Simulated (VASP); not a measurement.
The system is GaSb3.

```
Sb Ga
1.0
     0.00000    3.75530    3.75530
     3.75530    0.00000    3.75530
     3.75530    3.75530    0.00000
Sb Ga
3 1
Direct
  0.50000 0.50000 0.50000
  0.75000 0.75000 0.75000
  0.25000 0.25000 0.25000
  0.00000 0.00000 0.00000
```

This cell differs from its parent crystal: volume scaled by 1.02.

Base run:

- Program: VASP 6.6.1
- Functional: PBEsol
- Potentials or basis: VASP PAW PBE potentials, release 64 (Sb, Ga_d)
- Cutoff: 520 eV
- k mesh: 6 × 6 × 6
- Occupations: fermi-dirac, width 0.05 eV
- Spin: no spin polarisation

Its results: band gap on the k mesh zero (band 14 reaches 8.32 eV, above the bottom of band 15 at 4.75 eV); pressure -4.3 GPa.

**Question.** The run is repeated on the same cell with these changes: functional from PBEsol to r2SCAN; cutoff from 520 eV to 550 eV. What comes out?

**Answer.** Band gap on the k mesh zero (band 14 reaches 8.38 eV, above the bottom of band 15 at 4.68 eV); pressure -2.4 GPa.

Caveats: the PAW data sets were made with another functional, which shifts forces and pressure a little; spin-orbit coupling is left out, which moves the levels of the heavy elements.
